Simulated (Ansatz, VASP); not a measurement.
## BiS in VASP and in Ansatz

```xyz
2
Lattice="4.0029 0.0000 0.0000 0.0000 4.0029 0.0000 0.0000 0.0000 4.0029" Properties=species:S:1:pos:R:3 pbc="T T T"
Bi    2.0015    2.0015    2.0015
S     0.0000    0.0000    0.0000
```

Alike in both runs: functional PBE; k mesh 7 × 7 × 7; occupations fermi-dirac, width 0.05 eV; no spin polarisation.

|  | VASP | Ansatz |
| --- | --- | --- |
| version | VASP 6.6.1 | Ansatz 0.2.0 |
| potentials or method | VASP PAW PBE potentials, release 64 (Bi_d, S) | Ansatz PAW |
| plane-wave cutoff (eV) | 520 | 420 |
| valence electrons in the cell | 21 | 21 |
| task | single point | band structure |

```tsv
	VASP	Ansatz	Ansatz less VASP
gap on the k mesh at the Fermi level (eV)	none	none	-
pressure (GPa)	-11.0	-10.9	+0.06
```

A gap of «none» marks a metal or a gap that the smearing closes.

Spin-orbit coupling is off throughout.
